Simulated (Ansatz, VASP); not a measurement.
# TaSi2 in VASP and in Ansatz

```
Ta Si
1.0
     4.83241    0.00000    0.00000
    -2.41620    4.12314    0.00000
     0.00000    0.00000    6.55614
Ta Si
3 6
Direct
  0.50000 0.00000 0.00000
  0.50000 0.50000 0.66667
  0.00000 0.50000 0.33333
  0.15928 0.31857 0.00000
  0.84072 0.15928 0.66667
  0.68143 0.84072 0.33333
  0.84072 0.68143 0.00000
  0.15928 0.84072 0.66667
  0.31857 0.15928 0.33333
```

Change from the starting cell: strain +0.0150 x Voigt [1, 0, 0, 0, 0, 0], atoms carried along.

Alike in both runs: task single point; functional PBEsol; k mesh 12 × 12 × 6; occupations gaussian, width 0.15 eV; no spin polarisation.

|  | VASP | Ansatz |
| --- | --- | --- |
| version | VASP 6.6.1 | Ansatz 0.2.0 |
| potentials or method | VASP PAW PBE potentials, release 64 (Ta_pv, Si), cutoff 520 eV | scalar-relativistic, plane waves, PAW |
| valence electrons in the cell | 57 | 63 |

```tsv
	VASP	Ansatz	Ansatz less VASP
gap on the k mesh at the Fermi level (eV)	none	none	-
pressure (GPa)	-2.3	-2.6	-0.29
traceless stress, the component that is largest in VASP (GPa)	-2.92	-2.89	+0.036
rms of the force components (eV/Å)	0.028	0.028	-0.0005
```

VASP's potentials were made for PBE, not for PBEsol. Atom by atom the forces differ by 0.001 eV/Å (rms over components). A gap of «none» marks a metal or a gap that the smearing closes. VASP's potentials hold 57 valence electrons a cell and Ansatz's 63, so a difference there can come from the potentials and not from the codes.

Spin-orbit coupling is off throughout.
